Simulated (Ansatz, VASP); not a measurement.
InGaAs2: VASP beside Ansatz

```xyz
4
Lattice="4.1405 0.0000 0.0000 0.0000 4.1405 0.0000 0.0000 0.0000 5.9621" Properties=species:S:1:pos:R:3 pbc="T T T"
In    0.0000    0.0000    2.9811
Ga    2.0703    2.0703    0.0000
As    2.0703    0.0000    4.5818
As    0.0000    2.0703    1.3804
```

Change from the starting cell: strain -0.0200 x Voigt [1, 1, 0, 0, 0, 0], atoms carried along.

Alike in both runs: task single point; functional PBEsol; k mesh 12 × 12 × 8; occupations gaussian, width 0.15 eV; no spin polarisation.

|  | VASP | Ansatz |
| --- | --- | --- |
| version | VASP 6.6.1 | Ansatz 0.2.0 |
| potentials or method | VASP PAW PBE potentials, release 64 (In_d, Ga_d, As), cutoff 520 eV | scalar-relativistic, plane waves, PAW |
| valence electrons in the cell | 36 | 56 |

Ansatz gave:

- gap on the k mesh at the Fermi level (eV): none
- pressure (GPa): -0.5
- traceless stress, the component that is largest in VASP (GPa): -0.31
- rms of the force components (eV/Å): 0.029

Problem. Estimate VASP's values.

Solution. gap on the k mesh at the Fermi level (eV): none; pressure (GPa): -0.4; traceless stress, the component that is largest in VASP (GPa): -0.31; rms of the force components (eV/Å): 0.029.

VASP's potentials were made for PBE, not for PBEsol. Atom by atom the forces differ by 0.000 eV/Å (rms over components). A gap of «none» marks a metal or a gap that the smearing closes. With one functional, cell and mesh, what is left measures potentials, basis and numerics. VASP's potentials hold 36 valence electrons a cell and Ansatz's 56, so a difference there can come from the potentials and not from the codes.
